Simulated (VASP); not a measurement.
# Al (Im-3m) in VASP: settings compared, part 2 of 2

VASP 6.6.1. Earlier steps stand in the parts before.

## (4) Density of states, PBE

File POSCAR:

```
Al
1.0
   -1.5912186900      1.5912186900      1.5912186900
    1.5912186900     -1.5912186900      1.5912186900
    1.5912186900      1.5912186900     -1.5912186900
Al
1
Direct
    0.0000000000      0.0000000000      0.0000000000
```

File INCAR.step1:

```
SYSTEM = Al
ALGO     = Normal         ! electronic algorithm
EDIFF    = 1E-6           ! SCF threshold, eV
ENCUT    = 400            ! plane-wave cutoff, eV
GGA      = PE             ! functional
GGA_COMPAT= .False.      
ISIF     = 2              ! what is computed and relaxed
ISMEAR   = 0              ! smearing method
LASPH    = .True.         ! aspherical terms in the spheres
LCHARG   = .True.         ! write CHGCAR
LORBIT   = 11             ! projections on sites
LREAL    = .False.        ! projectors in reciprocal space
LWAVE    = .False.        ! write WAVECAR
NBANDS   = 8              ! bands
NEDOS    = 2001           ! points of the DOS
NELM     = 120            ! most SCF steps
PREC     = Accurate       ! precision mode
SIGMA    = 0.0024         ! smearing width, eV
```

File KPOINTS.step1:

```
k-points
0
Gamma
  10 10 10
  0 0 0
```

File INCAR.step2:

```
SYSTEM = Al
ALGO     = Normal         ! electronic algorithm
EDIFF    = 1E-6           ! SCF threshold, eV
ENCUT    = 400            ! plane-wave cutoff, eV
GGA      = PE             ! functional
GGA_COMPAT= .False.      
ICHARG   = 11             ! starting density
ISIF     = 2              ! what is computed and relaxed
ISMEAR   = -5             ! smearing method
LASPH    = .True.         ! aspherical terms in the spheres
LCHARG   = .False.        ! write CHGCAR
LORBIT   = 11             ! projections on sites
LREAL    = .False.        ! projectors in reciprocal space
LWAVE    = .False.        ! write WAVECAR
NEDOS    = 1001           ! points of the DOS
NELM     = 120            ! most SCF steps
PREC     = Accurate       ! precision mode
SIGMA    = 0.0024         ! smearing width, eV
```

File KPOINTS.step2:

```
k-points
0
Gamma
  15 15 15
  0 0 0
```

Potentials or basis: VASP PAW PBE potentials, release 64 (Al).

On the command line:

```sh
cat potpaw_PBE.64/Al/POTCAR > POTCAR
cp INCAR.step1 INCAR
cp KPOINTS.step1 KPOINTS
mpirun -np 1 vasp_std > vasp.out
cp INCAR.step2 INCAR
cp KPOINTS.step2 KPOINTS
mpirun -np 1 vasp_std > vasp.out
```

OUTCAR:

```text
SYSTEM = Al
   EDIFF = 1E-6
   ENCUT = 400
   GGA = PE
   ICHARG = 11
   ISIF = 2
   ISMEAR = -5
   LASPH = .True.
   LORBIT = 11
   LREAL = .False.
   NELM = 120
   PREC = Accurate

 ion  position               nearest neighbor table
   1  0.000  0.000  0.000-

  LATTYP: Found a body centered cubic cell.
 ALAT       =     3.1824373800

  Lattice vectors:

 A1 = (  -1.5912186900,   1.5912186900,   1.5912186900)
 A2 = (   1.5912186900,  -1.5912186900,   1.5912186900)
 A3 = (   1.5912186900,   1.5912186900,  -1.5912186900)

Analysis of symmetry for initial positions (statically):
=====================================================================
 Subroutine PRICEL returns:
 Original cell was already a primitive cell.

 Routine SETGRP: Setting up the symmetry group for a
 body centered cubic supercell.

 Subroutine GETGRP returns: Found 48 space group operations
 (whereof 48 operations were pure point group operations)
 out of a pool of 48 trial point group operations.

The static configuration has the point symmetry O_h .

Analysis of symmetry for dynamics (positions and initial velocities):
=====================================================================
 Subroutine PRICEL returns:
 Original cell was already a primitive cell.

 Routine SETGRP: Setting up the symmetry group for a
 body centered cubic supercell.

 Subroutine GETGRP returns: Found 48 space group operations
 (whereof 48 operations were pure point group operations)
 out of a pool of 48 trial point group operations.

The dynamic configuration has the point symmetry O_h .

 Subroutine INISYM returns: Found 48 space group operations
 (whereof 48 operations are pure point group operations),
 and found     1 'primitive' translations

[... 105 lines left out ...]
   NELECT =       3.0000    total number of electrons
   NUPDOWN=      -1.0000    fix difference up-down
   EMIN   =  10.00;   EMAX   =-10.00  energy-range for DOS
   EFERMI =   0.00;   METHOD = LEGACY
   ISMEAR =    -5;   SIGMA  =   0.00  broadening in eV -4-tet -1-fermi 0-gaus
   EFERMI_NEDOS =   21; number of points for ismear=-14 and -15
   IALGO  =     38    algorithm
   IMIX   =      4    mixing-type and parameters
     AMIX     =   0.40;   BMIX     =  1.00
     AMIX_MAG =   1.60;   BMIX_MAG =  1.00
  volume/ion in A,a.u.               =      16.12       108.75
  Fermi-wavevector in a.u.,A,eV,Ry     =   0.934757  1.766435 11.888371  0.873771
  Thomas-Fermi vector in A             =   2.061595
   LORBIT       =     11    0 simple, 1 ext, 2 COOP (PROOUT), +10 PAW based schemes
   GGA     = PE    functional components
   LHFCALC =     F    Hartree Fock is set to
   AEXX    =    0.0000 exact exchange contribution
   IVDW    =     0    specifies the selected vdW correction
   LEPSILON=     F    determine dielectric tensor
   LRPA    =     F    only Hartree local field effects (RPA)
 non-spin polarized calculation
 Fermi weights with tetrahedron method with Bloechl corrections
  energy-cutoff  :      400.00
  volume of cell :       16.12
 maximum number of plane-waves:       321
 NGX is ok and might be reduce to    18

 number of electron       3.0000000 magnetization

 Free energy of the ion-electron system (eV)
  ---------------------------------------------------
  ext. energy  EPLUGINS =         0.00000000
  ---------------------------------------------------
  free energy    TOTEN  =        -3.64278575 eV

  energy without entropy =       -3.64278575  energy(sigma->0) =       -3.64278575

 E-fermi :   8.2995     XC(G=0): -10.2861

 val. band max:        8.2698586360   @ k =   0.2667   0.2667   0.0000
 cond. band min:       8.1473772604   @ k =  -0.4000  -0.4000   0.1333
 fundamental gap:     -0.1224813756
 Fermi energy:         8.2994507481

 k-point     1 :       0.0000    0.0000    0.0000
  band No.  band energies     occupation
      1      -3.0444      2.00000
      2      21.6673      0.00000
      3      21.6673      0.00000
      4      21.6673      0.00000
      5      23.3069      0.00000
[... 177 lines left out ...]
 k-point    24 :       0.4000    0.2000    0.0000
  band No.  band energies     occupation
      1       4.6550      2.00000
      2       5.2107      2.00000
      3      10.4674     -0.04065
      4      15.8286      0.00000
      5      21.4424      0.00000

 [... further k-points ...]
[... 5 lines left out ...]
  --------------------------------------------------------------------------------------
  -------------------------------------------------------------------------------------
  Total        0.3152717      0.3152717      0.3152717      0.0000000     -0.0000000      0.0000000
  in kB       31.3433898     31.3433898     31.3433898      0.0000000     -0.0000000      0.0000000
  external PRESSURE =      31.3433898 kB  Pullay stress =       0.0000000 kB

 VOLUME and BASIS-vectors are now :
 -----------------------------------------------------------------------------
  energy-cutoff  :      400.00
  volume of cell :       16.12
      direct lattice vectors                 reciprocal lattice vectors
    -1.591218690  1.591218690  1.591218690     0.000000000  0.314224565  0.314224565
     1.591218690 -1.591218690  1.591218690     0.314224565  0.000000000  0.314224565
     1.591218690  1.591218690 -1.591218690     0.314224565  0.314224565  0.000000000

 POSITION                                       TOTAL-FORCE (eV/Angst)
 -----------------------------------------------------------------------------------
      0.00000      0.00000      0.00000         0.000000      0.000000      0.000000
 -----------------------------------------------------------------------------------
    total drift:                                0.000000      0.000000      0.000000

  FREE ENERGIE OF THE ION-ELECTRON SYSTEM (eV)
  ---------------------------------------------------
  free  energy   TOTEN  =        -3.6427857533 eV

  energy  without entropy=       -3.6427857533  energy(sigma->0) =       -3.64278575

 total charge

# of ion       s       p       d       tot
------------------------------------------
    1        0.441   0.337   0.000   0.778
```

OUTCAR.step1:

```text
SYSTEM = Al
   EDIFF = 1E-6
   ENCUT = 400
   GGA = PE
   ISIF = 2
   ISMEAR = 0
   LASPH = .True.
   LORBIT = 11
[... 483 lines left out ...]
      0.00000      0.00000      0.00000         0.000000     -0.000000      0.000000
 -----------------------------------------------------------------------------------
    total drift:                               -0.000000      0.000000      0.000000

  FREE ENERGIE OF THE ION-ELECTRON SYSTEM (eV)
  ---------------------------------------------------
  free  energy   TOTEN  =        -3.6537724380 eV

  energy  without entropy=       -3.6537444795  energy(sigma->0) =       -3.65375846

 total charge

# of ion       s       p       d       tot
------------------------------------------
    1        0.451   0.333   0.000   0.783
```

Wall time 16 s (1 thread of AMD EPYC 7R13, shared host); peak memory 0.09 GiB.

Results:

| Quantity | Value |
| --- | --- |
| Valence electrons inside the program's atomic spheres | Al 0.78 |

Levels at points of the mesh, in eV from the Fermi level:
```tsv
k point	band 1	band 2	band 3	band 4
(0.00, 0.00, 0.00)	-11.34	13.37	13.37	13.37
```

Caveat: tetrahedron occupations give inexact forces and stress in metals.
